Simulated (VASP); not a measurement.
Cu:

```
CELL_PARAMETERS angstrom
0.00000 1.80750 1.80750
1.80750 0.00000 1.80750
1.80750 1.80750 0.00000
ATOMIC_POSITIONS crystal
Cu 0.00000 0.00000 0.00000
```

```yaml
Program: VASP 6.6.1
Task: relaxation of cell and atoms
Functional: LDA
Potentials_or_basis: VASP PAW LDA potentials, release 64 (Cu)
Cutoff: 600 eV
k_mesh: 10 × 10 × 10
Occupations: fermi-dirac, width 0.1 eV
Spin: no spin polarisation
```

At the start: pressure -11.5 GPa; volume 11.81 Å³/atom.

**Question.** Where does the relaxation end?

**Answer.** Over 3 steps the energy falls by 33.8 meV/atom and the volume is 10.95 Å³/atom (-7.3 %); space group Fm-3m (No. 225, to 0.1 Å) before and after.

The path:
| step | energy change (eV) | largest force (eV/Å) | pressure (GPa) | volume (Å³) |
| --- | --- | --- | --- | --- |
| 1 | 0.0000 | 0.0000 | -11.54 | 11.81 |
| 2 | -0.0177 | 0.0000 | 10.22 | 10.42 |
| 3 | -0.0338 | 0.0000 | -0.05 | 10.95 |

Final structure:
```
Cu
1.0
     0.00000    1.76230    1.76230
     1.76230    0.00000    1.76230
     1.76230    1.76230    0.00000
Cu
1
Direct
  0.00000 0.00000 0.00000
```
